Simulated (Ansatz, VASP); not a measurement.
**Two plane-wave programs on CoO**

INCAR

```
SYSTEM = CoO
PREC     = Accurate       ! precision mode
ENCUT    = 520            ! plane-wave cutoff, eV
EDIFF    = 1E-6           ! SCF threshold, eV
ISMEAR   = -1             ! smearing method
SIGMA    = 0.05           ! smearing width, eV
LREAL    = .False.        ! projectors in reciprocal space
LASPH    = .True.         ! aspherical terms in the spheres
NELM     = 150            ! most SCF steps
ALGO     = Normal         ! electronic algorithm
ISIF     = 2              ! what is computed and relaxed
LWAVE    = .False.        ! write WAVECAR
LCHARG   = .False.        ! write CHGCAR
ISPIN    = 2              ! spin polarisation
MAGMOM   = 2 0            ! initial moments
LORBIT   = 11             ! projections on sites
LMAXMIX  = 4              ! l up to which the mixer works
GGA      = PE             ! functional
NBANDS   = 18             ! bands
```

KPOINTS

```
Automatic mesh
0
Gamma
  12 12 12
  0 0 0
```

Contents of POSCAR:

```
CoO
1.0
   -1.5179874889      1.5179874889      2.1212060671
    1.5179874889     -1.5179874889      2.1212060671
    1.5179874889      1.5179874889     -2.1212060671
Co O
1 1
Direct
    0.0000000000      0.0000000000      0.0000000000
    0.5000000000      0.5000000000      0.0000000000
```

Contents of input.yaml:

```yaml
crystal:
  lattice:
    - [-1.5179874889, 1.5179874889, 2.1212060671]
    - [1.5179874889, -1.5179874889, 2.1212060671]
    - [1.5179874889, 1.5179874889, -2.1212060671]
  atoms:
    - { symbol: Co, position: [0.0, 0.0, 0.0], spin: 2.0 }
    - { symbol: O, position: [0.5, 0.5, 0.0] }
hamiltonian:
  xc: pbe
  pseudopotentials: { kind: paw }
magnetization:
  spin_polarized: true
kpoints:
  mp_grid: { grid: [12, 12, 12] }
scf:
  occupations: { method: fermi_dirac, width: 0.05 }
output:
  forces: true
  stress: true
  eigenvalues: true
  write_density: true
  write_potential: true
  elf: true
  volumetric_format: npy
```

Alike in both runs: task single point; functional PBE; k mesh 12 × 12 × 12; occupations fermi-dirac, width 0.05 eV; collinear spin.

|  | VASP | Ansatz |
| --- | --- | --- |
| version | VASP 6.6.1 | Ansatz 0.2.0 |
| potentials or method | VASP PAW PBE potentials, release 64 (Co, O) | Ansatz PAW |
| plane-wave cutoff (eV) | 520 | 420 |
| valence electrons in the cell | 15 | 23 |

VASP gave:

```
gap on the k mesh at the Fermi level (eV)                     : none
pressure (GPa)                                                : -3.7
net moment per atom (μB)                                      : 1.46
size of the moment on the site where the two differ most (μB) : 2.57
```

Q: What did Ansatz give for the same quantities?

A: gap on the k mesh at the Fermi level (eV): none; pressure (GPa): -3.3; net moment per atom (μB): 1.48; size of the moment on the site where the two differ most (μB): 2.50.

Site moments also hang on the region over which each program counts them. A gap of «none» marks a metal or a gap that the smearing closes. VASP's potentials hold 15 valence electrons a cell and Ansatz's 23, so a difference there can come from the potentials and not from the codes.
